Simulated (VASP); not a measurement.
A run of VASP 6.6.1:

INCAR

```
SYSTEM = Li
  PREC = Accurate
  ENCUT = 520
  EDIFF = 1E-8
  ISMEAR = -1
  SIGMA = 0.08
  LREAL = .False.
  LASPH = .True.
  NELM = 100
  ALGO = Normal
  ISIF = 2
  LWAVE = .False.
  LCHARG = .False.
  GGA = PS
  LEFG = .True.
  NBANDS = 8
```

File KPOINTS:

```
regular mesh
0
Gamma
  13 13 13
  0 0 0
```

POSCAR

```
Li
1.0
    0.0000000000      2.1834949234      2.1834949234
    2.1834949234      0.0000000000      2.1834949234
    2.1834949234      2.1834949234      0.0000000000
Li
1
Direct
    0.0000000000      0.0000000000      0.0000000000
```

Potentials or basis: VASP PAW PBE potentials, release 64 (Li_sv).

Run with:

```console
$ cat potpaw_PBE.64/Li_sv/POTCAR > POTCAR
$ mpirun -np 1 vasp_std > vasp.out
```

Hardware: 1 thread of Intel(R) Xeon(R) 6975P-C (Granite Rapids), on a shared host.

How long does it take, and how much memory?

It took 4.2 s on 1 thread of Intel(R) Xeon(R) 6975P-C (Granite Rapids) (shared host), peak memory 0.13 GiB. Counts: scf iterations 12, k points 84.
